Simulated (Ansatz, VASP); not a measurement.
One calculation of Hf, two programs

File INCAR:

```
SYSTEM = Hf
PREC     = Accurate       ! precision mode
ENCUT    = 600            ! plane-wave cutoff, eV
EDIFF    = 1E-6           ! SCF threshold, eV
ISMEAR   = 0              ! smearing method
SIGMA    = 0.1            ! smearing width, eV
LREAL    = .False.        ! projectors in reciprocal space
LASPH    = .True.         ! aspherical terms in the spheres
NELM     = 100            ! most SCF steps
ALGO     = Normal         ! electronic algorithm
ISIF     = 3              ! what is computed and relaxed
LWAVE    = .False.        ! write WAVECAR
LCHARG   = .False.        ! write CHGCAR
GGA      = PE             ! functional
IBRION   = 2              ! ionic algorithm
NSW      = 90             ! ionic steps
EDIFFG   = -0.04          ! ionic threshold
```

File KPOINTS:

```
regular mesh
0
Gamma
  6 6 2
  0 0 0
```

Contents of POSCAR:

```
Hf
1.0
    3.0276931800      0.0000000000      0.0000000000
   -1.5138465900      2.6220592000      0.0000000000
    0.0000000000      0.0000000000      8.2383103000
Hf
3
Direct
    0.0000000000      0.0000000000      0.0000000000
    0.6666666700      0.3333333300      0.7225812200
    0.3333333300      0.6666666700      0.2774187800
```

Input for Ansatz:

```yaml
crystal:
  lattice:
    - [3.02769318, 0.0, 0.0]
    - [-1.51384659, 2.6220592, 0.0]
    - [0.0, 0.0, 8.2383103]
  atoms:
    - { symbol: Hf, position: [0.0, 0.0, 0.0] }
    - { symbol: Hf, position: [0.66666667, 0.33333333, 0.72258122] }
    - { symbol: Hf, position: [0.33333333, 0.66666667, 0.27741878] }
basis:
  ecutwfc: 420
kpoints:
  mp_grid: { grid: [6, 6, 2] }
hamiltonian:
  xc: pbe
scf:
  occupations: { method: gaussian, width: 0.1 }
  lower_state_search: "off"
output:
  forces: true
  stress: true
  eigenvalues: true
relax:
  adjacent_minimum: "off"
  f_tol: 0.04
  max_steps: 70
  cell: { stress_tol: 0.4 }
```

Alike in both runs: task relaxation of cell and atoms; functional PBE; k mesh 6 × 6 × 2; occupations gaussian, width 0.1 eV; no spin polarisation.

```csv
,VASP,Ansatz
version,VASP 6.6.1,Ansatz 0.2.0
potentials or method,"VASP PAW PBE potentials, release 64 (Hf_pv), cutoff 600 eV","scalar-relativistic, plane waves, PAW"
valence electrons in the cell,30,78
```

|  | VASP | Ansatz | Ansatz less VASP |
| --- | --- | --- | --- |
| gap on the k mesh at the Fermi level, each at its own relaxed structure (eV) | none | none | - |
| relaxed volume (Å³/atom) | 22.43 | 22.46 | +0.033 |
| relaxed cell length with the largest relative difference (Å) | 3.148 | 3.149 | +0.0016 |

A gap of «none» marks a metal or a gap that the smearing closes. VASP's potentials hold 30 valence electrons a cell and Ansatz's 78, so a difference there can come from the potentials and not from the codes.

The k mesh is coarse, so the values compare programs but aren't converged. Neither program's run includes spin-orbit coupling.
